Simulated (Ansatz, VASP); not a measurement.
Si3Sn in VASP and in Ansatz

Contents of INCAR:

```
SYSTEM = Si3Sn
  PREC = Accurate
  ENCUT = 600
  EDIFF = 1E-6
  ISMEAR = 0
  SIGMA = 0.1
  LREAL = .False.
  LASPH = .True.
  NELM = 100
  ALGO = Normal
  ISIF = 3
  LWAVE = .False.
  LCHARG = .False.
  GGA = PE
  IBRION = 2
  NSW = 100
  EDIFFG = -0.01
```

Contents of KPOINTS:

```
regular mesh
0
Gamma
  8 8 8
  0 0 0
```

The input POSCAR:

```
Si3Sn
1.0
    5.3080253217      0.0000000000      0.0000000000
    0.0000000000      5.3080253217      0.0000000000
    0.0000000000      0.0000000000      5.3080253217
Si Sn
6 2
Direct
    0.2500000000      0.0000000000      0.5000000000
    0.5000000000      0.7500000000      0.0000000000
    0.7500000000      0.0000000000      0.5000000000
    0.5000000000      0.2500000000      0.0000000000
    0.0000000000      0.5000000000      0.7500000000
    0.0000000000      0.5000000000      0.2500000000
    0.0000000000      0.0000000000      0.0000000000
    0.5000000000      0.5000000000      0.5000000000
```

Input for Ansatz:

```yaml
crystal:
  lattice:
    - [5.3080253217, 0.0, 0.0]
    - [0.0, 5.3080253217, 0.0]
    - [0.0, 0.0, 5.3080253217]
  atoms:
    - { symbol: Si, position: [0.25, 0.0, 0.5] }
    - { symbol: Si, position: [0.5, 0.75, 0.0] }
    - { symbol: Si, position: [0.75, 0.0, 0.5] }
    - { symbol: Si, position: [0.5, 0.25, 0.0] }
    - { symbol: Si, position: [0.0, 0.5, 0.75] }
    - { symbol: Si, position: [0.0, 0.5, 0.25] }
    - { symbol: Sn, position: [0.0, 0.0, 0.0] }
    - { symbol: Sn, position: [0.5, 0.5, 0.5] }
basis:
  ecutwfc: 420
kpoints:
  mp_grid: { grid: [8, 8, 8] }
hamiltonian:
  xc: pbe
scf:
  occupations: { method: gaussian, width: 0.1 }
output:
  forces: true
  stress: true
  eigenvalues: true
relax:
  adjacent_minimum: "off"
  f_tol: 0.01
  max_steps: 80
  cell: { stress_tol: 0.05 }
```

Change from the starting cell: species swapped into the V3Si type (Pm-3n, No. 223).

Alike in both runs: task relaxation of cell and atoms; functional PBE; k mesh 8 × 8 × 8; occupations gaussian, width 0.1 eV; no spin polarisation.

|  | VASP | Ansatz |
| --- | --- | --- |
| version | VASP 6.6.1 | Ansatz 0.2.0 |
| potentials or method | VASP PAW PBE potentials, release 64 (Si, Sn_d), cutoff 600 eV | scalar-relativistic, plane waves, PAW |
| valence electrons in the cell | 52 | 52 |

|  | VASP | Ansatz | Ansatz less VASP |
| --- | --- | --- | --- |
| gap on the k mesh at the Fermi level, each at its own relaxed structure (eV) | none | none | - |
| relaxed volume (Å³/atom) | 18.83 | 18.82 | -0.015 |
| relaxed length of the cell vector where the two differ most in proportion (Å) | 5.321 | 5.320 | -0.0014 |

A gap of «none» marks a metal or a gap that the smearing closes.
